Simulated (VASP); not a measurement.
**Au: relaxation of cell and atoms with PBE**

Crystal: Au.

```
Au
1.0
     2.83593    0.00000    0.00000
    -1.41797    2.45599    0.00000
     0.00000    0.00000    2.66578
Au
1
Direct
  0.00000 0.00000 0.00000
```

```
Program                : VASP 6.6.1
Task                   : relaxation of cell and atoms
Functional             : PBE
Potentials or basis    : VASP PAW PBE potentials, release 64 (Au)
Cutoff                 : 600 eV
k mesh                 : 16 × 16 × 14
Occupations            : fermi-dirac, width 0.08 eV
Spin                   : no spin polarisation
Target pressure        : 0.86 GPa
Dipole correction      : no
Further INCAR settings : ALGO = Normal; EDIFF = 1e-06; IBRION = 2; EDIFFG = -0.005; NSW = 60; ISIF = 3
```

```json
{
  "Relaxed volume": "19.21 Å³/atom",
  "Relaxed cell": "a = 2.816 Å, b = 2.816 Å, c = 2.797 Å, α = 90.00°, β = 90.00°, γ = 120.00°",
  "Space group after relaxing (to 0.05 Å)": "P6/mmm (No. 191)",
  "Energy change on relaxing (the enthalpy is what falls)": "-40.9 meV/atom",
  "Ionic steps": "8",
  "Pressure after relaxing": "0.9 GPa"
}
```

The path:
| step | energy change (eV) | largest force (eV/Å) | pressure (GPa) | volume (Å³) |
| --- | --- | --- | --- | --- |
| 1 | 0.0000 | 0.0000 | 5.53 | 18.57 |
| 2 | -0.0308 | 0.0000 | -3.06 | 20.01 |
| 3 | -0.0405 | 0.0000 | -0.47 | 19.40 |
| 4 | -0.0389 | 0.0000 | 2.17 | 19.03 |
| 5 | -0.0408 | 0.0000 | 0.89 | 19.20 |
| 6 | -0.0408 | 0.0000 | 0.93 | 19.20 |
| 7 | -0.0409 | 0.0000 | 0.86 | 19.21 |
| 8 | -0.0409 | 0.0000 | 0.88 | 19.21 |

Final structure:
```
Au
1.0
     2.81588    0.00000    0.00000
    -1.40794    2.43862    0.00000
     0.00000    0.00000    2.79689
Au
1
Direct
  0.00000 0.00000 0.00000
```

Levels at points of the mesh, in eV from the Fermi level:
| k point | band 4 | band 5 | band 6 | band 7 | band 8 | band 9 |
| --- | --- | --- | --- | --- | --- | --- |
| (0.00, 0.00, 0.00) | -4.16 | -1.71 | -1.71 | 12.35 | 15.36 | 19.09 |
| (0.50, 0.00, 0.00) | -2.07 | -1.28 | -0.20 | 3.06 | 12.15 | 16.64 |
| (0.00, 0.00, 0.50) | -2.84 | -2.84 | -1.19 | 1.29 | 17.69 | 20.21 |
| (0.50, 0.00, 0.50) | -1.18 | -0.81 | 3.80 | 4.70 | 7.58 | 12.56 |

It took 48 s on 1 thread of Intel(R) Xeon(R) 6975P-C (Granite Rapids) (shared host), peak memory 0.19 GiB.

Caveat: the cell is relaxed towards a set pressure, so the enthalpy falls and the energy may rise; spin-orbit coupling is left out, which moves the levels of the heavy elements.
